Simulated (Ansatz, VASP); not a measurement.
**Mg in VASP and in Ansatz**

```
Mg
1.0
    -1.75332    1.75332    1.75332
     1.75332   -1.75332    1.75332
     1.75332    1.75332   -1.75332
Mg
1
Cartesian
  0.0000 0.0000 0.0000
```

Alike in both runs: task single point; functional PBE; k mesh 16 × 16 × 16; occupations gaussian, width 0.1 eV; no spin polarisation.

```csv
,VASP,Ansatz
version,VASP 6.6.1,Ansatz 0.2.0
potentials or method,"VASP PAW PBE potentials, release 64 (Mg), cutoff 520 eV","scalar-relativistic, plane waves, PAW"
valence electrons in the cell,2,10
```

|  | VASP | Ansatz | Ansatz less VASP |
| --- | --- | --- | --- |
| gap on the k mesh at the Fermi level (eV) | none | none | - |
| pressure (GPa) | 2.3 | 2.5 | +0.13 |

A gap of «none» marks a metal or a gap that the smearing closes. VASP's potentials hold 2 valence electrons a cell and Ansatz's 10, so a difference there can come from the potentials and not from the codes.
